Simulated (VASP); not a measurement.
Here is a VASP 6.6.1 calculation.

INCAR

```
SYSTEM = Mo4N
PREC     = Accurate       ! precision mode
ENCUT    = 520            ! plane-wave cutoff, eV
EDIFF    = 1E-6           ! SCF threshold, eV
ISMEAR   = 0              ! smearing method
SIGMA    = 0.1            ! smearing width, eV
LREAL    = .FALSE.        ! projectors in reciprocal space
LASPH    = .TRUE.         ! aspherical terms in the spheres
NELM     = 150            ! most SCF steps
ALGO     = Normal         ! electronic algorithm
ISIF     = 2              ! what is computed and relaxed
LWAVE    = .FALSE.        ! write WAVECAR
LCHARG   = .TRUE.         ! write CHGCAR
ISPIN    = 2              ! spin polarisation
MAGMOM   = 1 1 1 1 0      ! initial moments
LORBIT   = 11             ! projections on sites
LMAXMIX  = 4              ! l up to which the mixer works
GGA      = PE             ! functional
LELF     = .TRUE.         ! ELF
LVHAR    = .TRUE.       
NBANDS   = 42             ! bands
```

File KPOINTS:

```
regular mesh
0
G
  4 4 4
  0 0 0
```

Contents of POSCAR:

```
Mo4N
1.0
    4.2104072327      0.0000000000      0.0000000000
    0.0000000000      4.2104072327      0.0000000000
    0.0000000000      0.0000000000      4.2104072327
Mo N
4 1
Direct
    0.2370525491      0.2370525491      0.2370525491
    0.7629474509      0.7629474509      0.2370525491
    0.7629474509      0.2370525491      0.7629474509
    0.2370525491      0.7629474509      0.7629474509
    0.5000000000      0.5000000000      0.5000000000
```

Potentials or basis: VASP PAW PBE potentials, release 64 (Mo_sv, N).

Launch:

```bash
$ cat potpaw_PBE.64/Mo_sv/POTCAR potpaw_PBE.64/N/POTCAR > POTCAR
$ mpirun -np 1 vasp_std > vasp.out
```

(1) Predict the largest force.

(2) Predict the net moment.

(3) Estimate the pressure.

Answers

(1) 0.040 eV/Å.

(2) 0.00 μB per cell.

(3) 0.4 GPa.

Caveat: the k points lie up to 0.37 Å⁻¹ apart.
